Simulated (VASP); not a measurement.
# K (Im-3m) in VASP: further runs

Runs on K. Level: PBE. Tasks: single point, relaxation of cell and atoms.

Everything below comes from runs of VASP 6.6.1. Logs are shortened: lines on timing, memory, paths and dates and some standing lists are left out, and cuts for length are marked.

### 1 The cell of the first run

Symmetry: Im-3m, No. 229, cubic system. Conventional cell: a = 5.295 Å, b = 5.295 Å, c = 5.295 Å, α = 90.00°, β = 90.00°, γ = 90.00°.

### 2 Single point, PBE

INCAR

```
  PREC = Accurate
  ENCUT = 500
  EDIFF = 1E-6
  ISMEAR = -1
  SIGMA = 0.1
  LREAL = False
  LASPH = True
  NELM = 120
  ALGO = Normal
  ISIF = 2
  LWAVE = False
  LCHARG = False
  GGA = PE
  NBANDS = 10
  GGA_COMPAT = False
```

KPOINTS

```
regular mesh
0
Gamma
  6 6 6
```

POSCAR

```
K
1.0
   -2.6476094222      2.6476094222      2.6476094222
    2.6476094222     -2.6476094222      2.6476094222
    2.6476094222      2.6476094222     -2.6476094222
K
1
Direct
    0.0000000000      0.0000000000      0.0000000000
```

Potentials or basis: VASP PAW PBE potentials, release 64 (K_sv).

The run is started by

```console
cat potpaw_PBE.64/K_sv/POTCAR > POTCAR
mpirun -np 1 vasp_std > vasp.out
```

OUTCAR:

```text
PREC = Accurate
   ENCUT = 500
   EDIFF = 1E-6
   ISMEAR = -1
   LREAL = False
   LASPH = True
   NELM = 120
   ISIF = 2
   GGA = PE

 ion  position               nearest neighbor table
   1  0.000  0.000  0.000-

  LATTYP: Found a body centered cubic cell.
 ALAT       =     5.2952188444

  Lattice vectors:

 A1 = (  -2.6476094222,   2.6476094222,   2.6476094222)
 A2 = (   2.6476094222,  -2.6476094222,   2.6476094222)
 A3 = (   2.6476094222,   2.6476094222,  -2.6476094222)

Analysis of symmetry for initial positions (statically):
=====================================================================
 Subroutine PRICEL returns:
 Original cell was already a primitive cell.

 Routine SETGRP: Setting up the symmetry group for a
 body centered cubic supercell.

 Subroutine GETGRP returns: Found 48 space group operations
 (whereof 48 operations were pure point group operations)
 out of a pool of 48 trial point group operations.

The static configuration has the point symmetry O_h .

Analysis of symmetry for dynamics (positions and initial velocities):
=====================================================================
 Subroutine PRICEL returns:
 Original cell was already a primitive cell.

 Routine SETGRP: Setting up the symmetry group for a
 body centered cubic supercell.

 Subroutine GETGRP returns: Found 48 space group operations
 (whereof 48 operations were pure point group operations)
 out of a pool of 48 trial point group operations.

The dynamic configuration has the point symmetry O_h .

 Subroutine INISYM returns: Found 48 space group operations
 (whereof 48 operations are pure point group operations),
 and found     1 'primitive' translations

----------------------------------------------------------------------------------------

                                     Primitive cell

  volume of cell :      74.2372

  direct lattice vectors                    reciprocal lattice vectors
    -2.647609422  2.647609422  2.647609422     0.000000000  0.188849607  0.188849607
     2.647609422 -2.647609422  2.647609422     0.188849607  0.000000000  0.188849607
     2.647609422  2.647609422 -2.647609422     0.188849607  0.188849607  0.000000000

  length of vectors
     4.585794038  4.585794038  4.585794038     0.267073676  0.267073676  0.267073676

  position of ions in fractional coordinates (direct lattice)
     0.000000000  0.000000000  0.000000000

  ion indices of the primitive-cell ions
   primitive index   ion index
                 1           1

----------------------------------------------------------------------------------------

 KPOINTS: regular mesh

Automatic generation of k-mesh.
 Grid dimensions read from file:
 generate k-points for:    6    6    6

 Generating k-lattice:

  Cartesian coordinates                     Fractional coordinates (reciprocal lattice)
     0.000000000  0.031474935  0.031474935     0.166666667  0.000000000  0.000000000
     0.031474935  0.000000000  0.031474935     0.000000000  0.166666667  0.000000000
     0.031474935  0.031474935  0.000000000     0.000000000  0.000000000  0.166666667

  Length of vectors
     0.044512279  0.044512279  0.044512279

  Shift w.r.t. Gamma in fractional coordinates (k-lattice)
     0.000000000  0.000000000  0.000000000

 Subroutine IBZKPT returns following result:
 ===========================================

 Found     16 irreducible k-points:

 Following reciprocal coordinates:
            Coordinates               Weight
  0.000000  0.000000  0.000000      1.000000
  0.166667  0.000000  0.000000     12.000000
  0.333333  0.000000  0.000000     12.000000
  0.500000  0.000000  0.000000      6.000000
  0.166667  0.166667  0.000000     24.000000
  0.333333  0.166667 -0.000000     48.000000
[... 8 lines left out ...]
  0.500000  0.500000  0.333333     12.000000
  0.500000  0.500000  0.500000      1.000000
   k-points           NKPTS =     16   k-points in BZ     NKDIM =     16   number of bands    NBANDS=     10
   number of dos      NEDOS =    301   number of ions     NIONS =      1
   total plane-waves  NPLWV =  46656
   dimension x,y,z NGX =    36 NGY =   36 NGZ =   36
   dimension x,y,z NGXF=    72 NGYF=   72 NGZF=   72
   ions per type =               1
   NGX,Y,Z   is equivalent  to a cutoff of  13.05, 13.05, 13.05 a.u.
   NGXF,Y,Z  is equivalent  to a cutoff of  26.10, 26.10, 26.10 a.u.
 SYSTEM =  unknown system
   PREC   = accura    normal or accurate (medium, high low for compatibility)
   ISTART =      0    job   : 0-new  1-cont  2-samecut
   ICHARG =      2    charge: 1-file 2-atom 10-const
   ISPIN  =      1    spin polarized calculation?
   LNONCOLLINEAR =      F non collinear calculations
   LSORBIT =      F    spin-orbit coupling
   LASPH  =      T    aspherical Exc in radial PAW
   ENCUT  =  500.0 eV  36.75 Ry    6.06 a.u.   8.36  8.36  8.36*2*pi/ulx,y,z
   NELM   =    120;   NELMIN=  2; NELMDL= -5     # of ELM steps
   EDIFF  = 0.1E-05   stopping-criterion for ELM
   LREAL  =      F    real-space projection
   EDIFFG = 0.1E-04   stopping-criterion for IOM
   NSW    =      0    number of steps for IOM
   IBRION =     -1    ionic relax: 0-MD 1-quasi-New 2-CG
   NFREE  =      0    steps in history (QN), initial steepest desc. (CG)
   ISIF   =      2    stress and relaxation
   ISYM   =      2    0-nonsym 1-usesym 2-fastsym
   POTIM  = 0.5000    time-step for ionic-motion
   TEBEG  =    0.0;   TEEND  =   0.0 temperature during run
   PSTRESS=    0.0 pullay stress
   NELECT =       9.0000    total number of electrons
   NUPDOWN=      -1.0000    fix difference up-down
   EMIN   =  10.00;   EMAX   =-10.00  energy-range for DOS
   EFERMI =   0.00;   METHOD = LEGACY
   ISMEAR =    -1;   SIGMA  =   0.10  broadening in eV -4-tet -1-fermi 0-gaus
   EFERMI_NEDOS =   21; number of points for ismear=-14 and -15
   IALGO  =     38    algorithm
   IMIX   =      4    mixing-type and parameters
     AMIX     =   0.40;   BMIX     =  1.00
     AMIX_MAG =   1.60;   BMIX_MAG =  1.00
  volume/ion in A,a.u.               =      74.24       500.98
  Fermi-wavevector in a.u.,A,eV,Ry     =   0.810243  1.531137  8.932131  0.656493
  Thomas-Fermi vector in A             =   1.919382
   LORBIT       =      0    0 simple, 1 ext, 2 COOP (PROOUT), +10 PAW based schemes
   GGA     = PE    functional components
   LHFCALC =     F    Hartree Fock is set to
   AEXX    =    0.0000 exact exchange contribution
   IVDW    =     0    specifies the selected vdW correction
   LEPSILON=     F    determine dielectric tensor
   LRPA    =     F    only Hartree local field effects (RPA)
 non-spin polarized calculation
  energy-cutoff  :      500.00
  volume of cell :       74.24
 maximum number of plane-waves:      1926
 NGX is ok and might be reduce to    36
   NGX = 17   NGY = 17   NGZ = 17

 number of electron       9.0000002 magnetization

 Free energy of the ion-electron system (eV)
  ---------------------------------------------------
  ext. energy  EPLUGINS =         0.00000000
  ---------------------------------------------------
  free energy    TOTEN  =        -1.05219159 eV

  energy without entropy =       -1.01685856  energy(sigma->0) =       -1.03452508

 E-fermi :  -0.1307     XC(G=0):  -5.6287

 val. band max:       -0.3832549870   @ k =   0.1667   0.1667   0.1667
 cond. band min:      -0.1069755132   @ k =   0.3333   0.1667  -0.0000
 fundamental gap:      0.2762794738
 Fermi energy:        -0.1306633418

 k-point     1 :       0.0000    0.0000    0.0000
  band No.  band energies     occupation
      1     -32.2766      2.00000
      2     -15.7267      2.00000
      3     -15.7267      2.00000
      4     -15.7267      2.00000
      5      -2.2831      2.00000
      6       4.1451      0.00000
      7       4.1451      0.00000
      8       4.1451      0.00000
      9       5.0493      0.00000
     10       5.0493      0.00000

 k-point     2 :       0.1667    0.0000    0.0000
  band No.  band energies     occupation
      1     -32.2756      2.00000
      2     -15.7433      2.00000
      3     -15.7323      2.00000
      4     -15.7267      2.00000
      5      -1.9439      2.00000
      6       3.5136      0.00000
      7       3.7682      0.00000
      8       4.4146      0.00000
      9       4.8055      0.00000
     10       4.9898      0.00000

 k-point     3 :       0.3333    0.0000    0.0000
  band No.  band energies     occupation
      1     -32.2737      2.00000
      2     -15.7759      2.00000
      3     -15.7433      2.00000
      4     -15.7266      2.00000
      5      -0.9856      1.99961
      6       2.0103      0.00000
      7       3.2325      0.00000
      8       4.8849      0.00000
      9       5.1034      0.00000
     10       5.1914      0.00000

 k-point     4 :       0.5000    0.0000    0.0000
  band No.  band energies     occupation
      1     -32.2727      2.00000
      2     -15.7919      2.00000
      3     -15.7488      2.00000
      4     -15.7266      2.00000
      5       0.3066      0.02491
      6       0.5437      0.00235
      7       3.0220      0.00000
      8       4.7056      0.00000
      9       5.5738      0.00000
     10       5.7658      0.00000
[... 118 lines left out ...]
 k-point    14 :      -0.3333    0.3333    0.3333
  band No.  band energies     occupation
      1     -32.2712      2.00000
      2     -15.7697      2.00000
      3     -15.7616      2.00000
      4     -15.7616      2.00000
      5       0.1523      0.11151
      6       2.0732      0.00000
      7       3.2682      0.00000
      8       3.2682      0.00000
      9       3.8828      0.00000
     10       5.5315      0.00000

 k-point    15 :       0.5000    0.5000    0.3333
  band No.  band energies     occupation
      1     -32.2704      2.00000
      2     -15.7785      2.00000
      3     -15.7677      2.00000
      4     -15.7623      2.00000
      5       1.1493      0.00001
      6       1.3714      0.00000
      7       2.8600      0.00000
      8       3.2449      0.00000
      9       4.0219      0.00000
     10       5.9669      0.00000

 k-point    16 :       0.5000    0.5000    0.5000
  band No.  band energies     occupation
      1     -32.2696      2.00000
      2     -15.7740      2.00000
      3     -15.7740      2.00000
      4     -15.7740      2.00000
      5       1.5379      0.00000
      6       1.5379      0.00000
      7       3.3130      0.00000
      8       3.3130      0.00000
      9       3.3130      0.00000
     10       5.3194      0.00000

------------------------ aborting loop because EDIFF is reached ----------------------------------------

  FORCE on cell =-STRESS in cart. coord.  units (eV):
  Direction    XX          YY          ZZ          XY          YZ          ZX
  --------------------------------------------------------------------------------------
  -------------------------------------------------------------------------------------
  Total       -0.0010252     -0.0010252     -0.0010252     -0.0000000      0.0000000     -0.0000000
  in kB       -0.0221256     -0.0221256     -0.0221256     -0.0000000      0.0000000     -0.0000000
  external PRESSURE =      -0.0221256 kB  Pullay stress =       0.0000000 kB

 VOLUME and BASIS-vectors are now :
 -----------------------------------------------------------------------------
  energy-cutoff  :      500.00
  volume of cell :       74.24
      direct lattice vectors                 reciprocal lattice vectors
    -2.647609422  2.647609422  2.647609422     0.000000000  0.188849607  0.188849607
     2.647609422 -2.647609422  2.647609422     0.188849607  0.000000000  0.188849607
     2.647609422  2.647609422 -2.647609422     0.188849607  0.188849607  0.000000000

 POSITION                                       TOTAL-FORCE (eV/Angst)
 -----------------------------------------------------------------------------------
      0.00000      0.00000      0.00000        -0.000000      0.000000     -0.000000
 -----------------------------------------------------------------------------------
    total drift:                               -0.000000     -0.000000      0.000000

  FREE ENERGIE OF THE ION-ELECTRON SYSTEM (eV)
  ---------------------------------------------------
  free  energy   TOTEN  =        -1.0521915938 eV

  energy  without entropy=       -1.0168585618  energy(sigma->0) =       -1.03452508
```

It took 27 s on 1 thread of AMD EPYC 7R43 (Zen 3), shared host; peak memory 0.16 GiB.

Results:

```yaml
Free_energy: -1.0522 eV
Pressure: 0.0 GPa
Band_gap_on_the_k_mesh: zero (an odd number of electrons rules out a gap without spin polarisation)
```

Levels at points of the mesh, in eV from the Fermi level:
```tsv
k point	band 1	band 2	band 3	band 4	band 5	band 6	band 7	band 8
(0.00, 0.00, 0.00)	-32.15	-15.60	-15.60	-15.60	-2.15	4.28	4.28	4.28
(0.50, 0.00, 0.00)	-32.14	-15.66	-15.62	-15.60	0.44	0.67	3.15	4.84
(0.50, 0.50, 0.50)	-32.14	-15.64	-15.64	-15.64	1.67	1.67	3.44	3.44
```

### 3 Relaxation of cell and atoms, PBE

This run uses another cell than the first one, of 71.32 Å³/atom.

INCAR

```
PREC = Accurate
ENCUT = 500
EDIFF = 1E-7
ISMEAR = -1
SIGMA = 0.1
LREAL = F
LASPH = T
NELM = 120
ALGO = Normal
ISIF = 3
LWAVE = F
LCHARG = F
GGA = PE
IBRION = 2
NSW = 80
EDIFFG = -0.02
GGA_COMPAT = F
NELMIN = 4
```

KPOINTS

```
Automatic mesh
0
Gamma
  6 6 6
```

POSCAR

```
K
1.0
   -2.6125000000      2.6125000000      2.6125000000
    2.6125000000     -2.6125000000      2.6125000000
    2.6125000000      2.6125000000     -2.6125000000
K
1
Direct
    0.0000000000      0.0000000000      0.0000000000
```

Potentials or basis: VASP PAW PBE potentials, release 64 (K_sv).

The run is started by

```console
cat potpaw_PBE.64/K_sv/POTCAR > POTCAR
mpirun -np 1 vasp_std > vasp.out
```

Run time: 52 s. Hardware: 1 thread of AMD EPYC 7R43 (Zen 3), shared host; peak memory 0.17 GiB.

It converged, with:

| Quantity | Value |
| --- | --- |
| Free energy | -1.0519 eV |
| Relaxed volume | 73.81 Å³/atom |
| Relaxed cell | a = 4.577 Å, b = 4.577 Å, c = 4.577 Å, α = 109.47°, β = 109.47°, γ = 109.47° |
| Space group after relaxing (to 0.1 Å) | Im-3m (No. 229) |
| Energy gained by relaxing | 1.3 meV/atom |
| Ionic steps | 3 |
| Pressure after relaxing | 0.0 GPa |
| Band gap on the k mesh | zero (an odd number of electrons rules out a gap without spin polarisation) |

Step by step:
```csv
step,energy change (eV),largest force (eV/Å),pressure (GPa),volume (Å³)
1,0.0000,0.0000,0.15,71.32
2,-0.0006,0.0000,0.11,72.01
3,-0.0013,0.0000,0.02,73.81
```

Final structure:
```
CELL_PARAMETERS angstrom
-2.64257 2.64257 2.64257
2.64257 -2.64257 2.64257
2.64257 2.64257 -2.64257
ATOMIC_POSITIONS crystal
K 0.00000 0.00000 0.00000
```

Levels at points of the mesh, in eV from the Fermi level:
| k point | band 1 | band 2 | band 3 | band 4 | band 5 | band 6 | band 7 | band 8 |
| --- | --- | --- | --- | --- | --- | --- | --- | --- |
| (0.00, 0.00, 0.00) | -32.14 | -15.59 | -15.59 | -15.59 | -2.16 | 4.28 | 4.28 | 4.28 |
| (0.50, 0.00, 0.00) | -32.14 | -15.66 | -15.61 | -15.59 | 0.44 | 0.68 | 3.15 | 4.85 |
| (0.50, 0.50, 0.50) | -32.14 | -15.64 | -15.64 | -15.64 | 1.67 | 1.67 | 3.46 | 3.46 |
